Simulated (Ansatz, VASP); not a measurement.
## AlNi in VASP and in Ansatz

```
Ni Al
1.0
     2.88100    0.00000    0.00000
     0.00000    2.88100    0.00000
     0.00000    0.00000    2.88100
Ni Al
1 1
Direct
  0.50000 0.50000 0.50000
  0.00000 0.00000 0.00000
```

Alike in both runs: functional RPBE; k mesh 9 × 9 × 9; occupations fermi-dirac, width 0.05 eV; collinear spin.

```csv
,VASP,Ansatz
version,VASP 6.6.1,Ansatz 0.2.0
potentials or method,"VASP PAW PBE potentials, release 64 (Ni, Al)",Ansatz PAW
plane-wave cutoff (eV),600,420
valence electrons in the cell,13,21
task,single point,band structure
```

Ansatz gave:

- gap on the k mesh at the Fermi level (eV): none
- pressure (GPa): 5.8
- net moment per atom (μB): 0.00

Which values does VASP return?

gap on the k mesh at the Fermi level (eV): none; pressure (GPa): 5.7; net moment per atom (μB): 0.00.

VASP's potentials were made for PBE, not for RPBE. A gap of «none» marks a metal or a gap that the smearing closes. VASP's potentials hold 13 valence electrons a cell and Ansatz's 21, so a difference there can come from the potentials and not from the codes.
